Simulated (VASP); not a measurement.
# TaPAu3: single point with PBE

Crystal: TaPAu3.

```
Ta P Au
1.0
     4.90794    0.00000    0.00000
     0.00000    4.90794    0.00000
     0.00000    0.00000    5.32613
Ta P Au
1 1 3
Direct
  0.50000 0.50000 0.53610
  0.00000 0.00000 0.25158
  0.50000 0.50000 0.01162
  0.00000 0.50000 0.33035
  0.50000 0.00000 0.33035
```

- Program: VASP 6.6.1
- Task: single point
- Functional: PBE
- Potentials or basis: VASP PAW PBE potentials, release 64 (Ta_pv, P, Au)
- Cutoff: 520 eV
- k mesh: 4 × 4 × 4
- Occupations: gaussian, width 0.1 eV
- Spin: no spin polarisation
- Dipole correction: no
- Further INCAR settings: ALGO = Normal; EDIFF = 1e-07; NBANDS = 32

* Pressure: -0.1 GPa
* Largest force: 0.014 eV/Å
* Band gap on the k mesh: zero (an odd number of electrons rules out a gap without spin polarisation)

Forces on the atoms (eV/Å):
```
Ta   0.000  0.000 -0.009
P    0.000  0.000  0.002
Au   0.000  0.000  0.014
Au   0.000  0.000 -0.003
Au   0.000  0.000 -0.003
```

Stress tensor (GPa, compression positive):
```
-0.18  0.00  0.00
 0.00 -0.18  0.00
 0.00  0.00 -0.05
```

Levels at points of the mesh, in eV from the Fermi level:
| k point | band 20 | band 21 | band 22 | band 23 | band 24 | band 25 | band 26 | band 27 | band 28 | band 29 |
| --- | --- | --- | --- | --- | --- | --- | --- | --- | --- | --- |
| (0.00, 0.00, 0.00) | -2.90 | -2.50 | -2.50 | -2.23 | -1.82 | 0.99 | 1.00 | 1.00 | 1.00 | 1.58 |
| (0.50, 0.00, 0.00) | -3.36 | -1.99 | -1.39 | -1.24 | -0.30 | 0.77 | 0.96 | 1.02 | 1.19 | 1.41 |
| (0.50, 0.50, 0.00) | -3.46 | -3.06 | -3.06 | 0.06 | 0.46 | 0.83 | 1.05 | 1.50 | 1.50 | 2.60 |
| (0.00, 0.00, 0.50) | -3.46 | -2.62 | -2.62 | -2.48 | -1.54 | -0.62 | -0.25 | -0.25 | 0.95 | 1.01 |
| (0.50, 0.00, 0.50) | -3.35 | -2.40 | -1.42 | -1.23 | -1.12 | -1.04 | -0.55 | 0.96 | 0.99 | 1.68 |
| (0.50, 0.50, 0.50) | -3.29 | -3.03 | -3.03 | -1.52 | -0.26 | 0.38 | 0.38 | 0.51 | 0.90 | 1.18 |

It took 66 s on 1 thread of Intel(R) Xeon(R) Platinum 8488C (Sapphire Rapids) (shared host), peak memory 0.28 GiB.

Caveat: spin-orbit coupling is left out, which moves the levels of the heavy elements.
